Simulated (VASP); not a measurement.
BN, 4 atoms in the cell. Symmetry: P6_3mc, No. 186, hexagonal system. Conventional cell: a = 2.536 Å, b = 2.536 Å, c = 4.199 Å, α = 90.00°, β = 90.00°, γ = 120.00°. B (site symmetry 3m) has 4 N at 1.56 to 1.57 Å within 2.1 Å. Within 2.1 Å of N (site symmetry 3m) lie 4 B at 1.56 to 1.57 Å. 

| Quantity | Value |
| --- | --- |
| Program | VASP 6.6.1 |
| Task | relaxation of cell and atoms |
| Functional | PBEsol |
| Potentials or basis | VASP PAW PBE potentials, release 64 (B, N) |
| Cutoff | 600 eV |
| k mesh | 12 × 12 × 4 |
| Occupations | gaussian, width 0.01 eV |
| Spin | no spin polarisation |
| Dipole correction | no |
| Further INCAR settings | ALGO = Normal; EDIFF = 1e-07; IBRION = 2; EDIFFG = -0.03; NSW = 60; ISIF = 3 |

Potentials or basis: VASP PAW PBE potentials, release 64 (B, N).

Run with:

```sh
$ cat potpaw_PBE.64/B/POTCAR potpaw_PBE.64/N/POTCAR > POTCAR
$ mpirun -np 1 vasp_std > vasp.out
```

Hardware: 1 thread of Intel(R) Xeon(R) 6975P-C (Granite Rapids), with other jobs on the host.

Task: How long does it take, and how much memory?

Result: It took 20 s on 1 thread of Intel(R) Xeon(R) 6975P-C (Granite Rapids), with other jobs on the host, peak memory 0.14 GiB. Counts: scf iterations 27, k points 57, ion steps 3.
